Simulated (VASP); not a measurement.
# Rh (Im-3m) in VASP: settings compared, part 2 of 2

VASP 6.6.1.

### 3 Single point, r2SCAN0

POSCAR reads:

```
Rh
1.0
   -1.5228835681      1.5228835681      1.5228835681
    1.5228835681     -1.5228835681      1.5228835681
    1.5228835681      1.5228835681     -1.5228835681
Rh
1
Direct
    0.0000000000      0.0000000000      0.0000000000
```

INCAR.step1 reads:

```
SYSTEM = Rh
ALGO = Normal
EDIFF = 1E-5
ENCUT = 520
GGA = PE
ISIF = 2
ISMEAR = -1
LASPH = .TRUE.
LCHARG = .FALSE.
LREAL = .FALSE.
LWAVE = .TRUE.
NBANDS = 14
NELM = 80
PREC = Accurate
SIGMA = 0.1
```

INCAR.step2 reads:

```
SYSTEM = Rh
AEXX = 0.25
ALGO = Normal
EDIFF = 1E-6
ENCUT = 520
ISIF = 2
ISMEAR = -1
ISTART = 1
LASPH = .TRUE.
LCHARG = .FALSE.
LHFCALC = .TRUE.
LMIXTAU = .TRUE.
LREAL = .FALSE.
LWAVE = .FALSE.
METAGGA = R2SCAN
NBANDS = 14
NELM = 80
PREC = Accurate
PRECFOCK = Normal
SIGMA = 0.1
```

KPOINTS reads:

```
k-points
0
G
  7 7 7
  0 0 0
```

Potentials or basis: VASP PAW PBE potentials, release 64 (Rh_pv).

Launch:

```
$ cat potpaw_PBE.64/Rh_pv/POTCAR > POTCAR
$ cp INCAR.step1 INCAR
$ mpirun -np 1 vasp_std > vasp.out
$ cp INCAR.step2 INCAR
$ mpirun -np 1 vasp_std > vasp.out
```

OUTCAR:

```text
SYSTEM = Rh
   AEXX = 0.25
   EDIFF = 1E-6
   ENCUT = 520
   ISIF = 2
   ISMEAR = -1
   ISTART = 1
   LASPH = .TRUE.
   LHFCALC = .TRUE.
   LREAL = .FALSE.
   METAGGA = R2SCAN
   NELM = 80
   PREC = Accurate
   PRECFOCK = Normal

 ion  position               nearest neighbor table
   1  0.000  0.000  0.000-

  LATTYP: Found a body centered cubic cell.
 ALAT       =     3.0457671362

  Lattice vectors:

 A1 = (  -1.5228835681,   1.5228835681,   1.5228835681)
 A2 = (   1.5228835681,  -1.5228835681,   1.5228835681)
 A3 = (   1.5228835681,   1.5228835681,  -1.5228835681)

Analysis of symmetry for initial positions (statically):
=====================================================================
 Subroutine PRICEL returns:
 Original cell was already a primitive cell.

 Routine SETGRP: Setting up the symmetry group for a
 body centered cubic supercell.

 Subroutine GETGRP returns: Found 48 space group operations
 (whereof 48 operations were pure point group operations)
 out of a pool of 48 trial point group operations.

The static configuration has the point symmetry O_h .

[... 170 lines left out ...]
      2     -39.6245      2.00000
      3     -39.6245      2.00000
      4       1.8647      2.00000
      5       6.7670      2.00000
      6       6.7670      2.00000
      7       6.7670      2.00000
      8       9.1996      2.00000
      9       9.1996      2.00000
     10      31.5185      0.00000
     11      31.5185      0.00000
     12      31.5185      0.00000
     13      35.7368      0.00000
     14      41.9970      0.00000
[... 309 lines left out ...]
      1     -40.2378      2.00000
      2     -40.2083      2.00000
      3     -40.2083      2.00000
      4       3.5818      2.00000
      5       3.7030      2.00000
      6      11.7537      0.00001
      7      11.7537      0.00001
      8      12.2488      0.00000
      9      20.2667      0.00000
     10      23.2195      0.00000
     11      23.2195      0.00000
     12      31.8082      0.00000
     13      32.1365      0.00000
     14      34.8220      0.00000

------------------------ aborting loop because EDIFF is reached ----------------------------------------

  FORCE on cell =-STRESS in cart. coord.  units (eV):
  Direction    XX          YY          ZZ          XY          YZ          ZX
  --------------------------------------------------------------------------------------
  -------------------------------------------------------------------------------------
  Total       -0.7264142     -0.7264142     -0.7264142     -0.0000000     -0.0000000      0.0000000
  in kB      -82.3824688    -82.3824688    -82.3824688     -0.0000000     -0.0000000      0.0000000
  external PRESSURE =     -82.3824688 kB  Pullay stress =       0.0000000 kB

 VOLUME and BASIS-vectors are now :
 -----------------------------------------------------------------------------
  energy-cutoff  :      520.00
  volume of cell :       14.13
      direct lattice vectors                 reciprocal lattice vectors
    -1.522883568  1.522883568  1.522883568     0.000000000  0.328324509  0.328324509
     1.522883568 -1.522883568  1.522883568     0.328324509  0.000000000  0.328324509
     1.522883568  1.522883568 -1.522883568     0.328324509  0.328324509  0.000000000

 POSITION                                       TOTAL-FORCE (eV/Angst)
 -----------------------------------------------------------------------------------
      0.00000      0.00000      0.00000         0.000000     -0.000000     -0.000000
 -----------------------------------------------------------------------------------
    total drift:                                0.000000      0.000000     -0.000000

  FREE ENERGIE OF THE ION-ELECTRON SYSTEM (eV)
  ---------------------------------------------------
  free  energy   TOTEN  =       -21.7251682705 eV

  energy  without entropy=      -21.7079746407  energy(sigma->0) =      -21.71657146
```

OUTCAR.step1:

```text
SYSTEM = Rh
   EDIFF = 1E-5
   ENCUT = 520
   GGA = PE
   ISIF = 2
   ISMEAR = -1
   LASPH = .TRUE.
[... 549 lines left out ...]
 -----------------------------------------------------------------------------------
      0.00000      0.00000      0.00000         0.000000      0.000000     -0.000000
 -----------------------------------------------------------------------------------
    total drift:                                0.000000     -0.000000      0.000000

  FREE ENERGIE OF THE ION-ELECTRON SYSTEM (eV)
  ---------------------------------------------------
  free  energy   TOTEN  =        -6.9812980741 eV

  energy  without entropy=       -6.9150185563  energy(sigma->0) =       -6.94815832
```

OSZICAR.step1:

```text
N       E                     dE             d eps       ncg     rms          rms(c)
DAV:   1     0.120388283549E+03    0.12039E+03   -0.84375E+03   560   0.114E+03
DAV:   2    -0.588678161556E+01   -0.12628E+03   -0.12056E+03   608   0.341E+02
DAV:   3    -0.737881742416E+01   -0.14920E+01   -0.14898E+01   722   0.410E+01
DAV:   4    -0.738446241045E+01   -0.56450E-02   -0.56439E-02   626   0.256E+00
DAV:   5    -0.738451490742E+01   -0.52497E-04   -0.52498E-04   674   0.222E-01    0.982E+00
DAV:   6    -0.699362536230E+01    0.39089E+00   -0.75052E-01   584   0.114E+01    0.380E+00
DAV:   7    -0.698403652213E+01    0.95888E-02   -0.87887E-03   692   0.102E+00    0.194E+00
DAV:   8    -0.698131422583E+01    0.27223E-02   -0.16784E-03   578   0.540E-01    0.831E-02
DAV:   9    -0.698129897685E+01    0.15249E-04   -0.31462E-05   686   0.700E-02    0.117E-02
DAV:  10    -0.698129807411E+01    0.90274E-06   -0.18705E-06   334   0.150E-02
   1 F= -.69812981E+01 E0= -.69481583E+01  d E =-.662795E-01
```

Wall time 30 min (1 thread of Intel Xeon Platinum 8375C at 2.90GHz (Ice Lake), shared host); peak memory 0.14 GiB.

What came out:

```
Free energy            : -21.7252 eV
Pressure               : -8.2 GPa
Band gap on the k mesh : zero (an odd number of electrons rules out a gap without spin polarisation)
```

Levels at points of the mesh, in eV from the Fermi level:
```tsv
k point	band 3	band 4	band 5	band 6	band 7	band 8	band 9	band 10	band 11	band 12
(0.00, 0.00, 0.00)	-50.12	-8.63	-3.73	-3.73	-3.73	-1.30	-1.30	21.02	21.02	21.02
```

Caveat: the k points lie up to 0.42 Å⁻¹ apart, too coarse for converged energies and pressures of a metal; the PAW data sets were made with another functional, which shifts forces and pressure a little.

### 4 Single point, r2SCAN

POSCAR reads:

```
Rh
1.0
   -1.5228835662      1.5228835662      1.5228835662
    1.5228835662     -1.5228835662      1.5228835662
    1.5228835662      1.5228835662     -1.5228835662
Rh
1
Direct
    0.0000000000      0.0000000000      0.0000000000
```

INCAR.step1 reads:

```
PREC = Accurate ; ENCUT = 520
ISMEAR = -1 ; SIGMA = 0.1
LREAL = F ; LASPH = T
NELM = 80 ; NBANDS = 14
GGA = PE ; ALGO = Normal
EDIFF = 1E-4 ; LWAVE = T
LCHARG = F
```

INCAR.step2 reads:

```
PREC = Accurate ; ENCUT = 520
EDIFF = 1E-6 ; ISMEAR = -1
SIGMA = 0.1 ; LREAL = F
LASPH = T ; NELM = 80
ALGO = Normal ; ISIF = 2
LWAVE = F ; LCHARG = F
METAGGA = R2SCAN ; LMIXTAU = T
NBANDS = 14 ; ISTART = 1
```

KPOINTS reads:

```
regular mesh
0
Gamma
  15 15 15
```

Launch:

```
$ cat potpaw_PBE.64/Rh_pv/POTCAR > POTCAR
$ cp INCAR.step1 INCAR
$ mpirun -np 1 vasp_std > vasp.out
$ cp INCAR.step2 INCAR
$ mpirun -np 1 vasp_std > vasp.out
```

Run time: 52 s. Hardware: 1 thread of AMD EPYC 7R13 (Zen 3), shared host; peak memory 0.11 GiB.

It converged, with:

| Property | Result |
| --- | --- |
| Free energy | -23.8031 eV |
| Pressure | 1.4 GPa |
| Band gap on the k mesh | zero (an odd number of electrons rules out a gap without spin polarisation) |

Levels at points of the mesh, in eV from the Fermi level:
| k point | band 4 | band 5 | band 6 | band 7 | band 8 | band 9 | band 10 | band 11 | band 12 | band 13 |
| --- | --- | --- | --- | --- | --- | --- | --- | --- | --- | --- |
| (0.00, 0.00, 0.00) | -7.78 | -2.94 | -2.94 | -2.94 | -0.51 | -0.51 | 17.94 | 19.35 | 19.35 | 19.35 |

Caveat: the PAW data sets were made with another functional, which shifts forces and pressure a little.

### 5 Overview

```csv
level,k mesh,grid for exact exchange (PRECFOCK),share of exact exchange,gap on the mesh (eV),pressure (GPa)
r2SCAN,7 × 7 × 7,-,-,none,0.4
r2SCAN0,7 × 7 × 7,Normal,0.25,none,-8.2
r2SCAN,15 × 15 × 15,-,-,none,1.4
```

Alike in all rows: task single point; potentials or basis VASP PAW PBE potentials, release 64 (Rh_pv); no spin polarisation; cell as given; cutoff (eV) 520; smearing fermi-dirac 0.1 eV.

Caveats: some runs use coarse meshes; the PAW data sets were made with another functional, which shifts forces and pressure a little; an empty level that is flat over the whole mesh can mark a ghost state of the potentials, or a narrow d or f band (at least some runs).

Absolute energies hang on the potentials; compare differences alone.
